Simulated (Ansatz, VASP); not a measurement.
# CdS in VASP and in Ansatz

```xyz
4
Lattice="4.2463 0.0000 0.0000 -2.1232 3.6774 0.0000 0.0000 0.0000 6.8987" Properties=species:S:1:pos:R:3 pbc="T T T"
Cd    0.0000    2.4516   -0.0067
Cd    2.1232    1.2258    3.4427
S     0.0000    2.4516    2.5937
S     2.1232    1.2258    6.0430
```

Alike in both runs: task single point; functional r2SCAN; k mesh 6 × 6 × 4; no spin polarisation.

|  | VASP | Ansatz |
| --- | --- | --- |
| version | VASP 6.6.1 | Ansatz 0.2.0 |
| potentials or method | VASP PAW PBE potentials, release 64 (Cd, S) | plane waves, PAW |
| plane-wave cutoff (eV) | 520 | 500 |
| occupations | gaussian, width 0.01 eV | fixed |
| valence electrons in the cell | 36 | 52 |

Ansatz gave:

* gap on the k mesh at the Fermi level (eV): 1.49
* pressure (GPa): -3.1

Estimate VASP's values.

gap on the k mesh at the Fermi level (eV): 1.48; pressure (GPa): -2.9.

VASP's potentials were made for PBE, not for r2SCAN. VASP's potentials hold 36 valence electrons a cell and Ansatz's 52, so a difference there can come from the potentials and not from the codes.
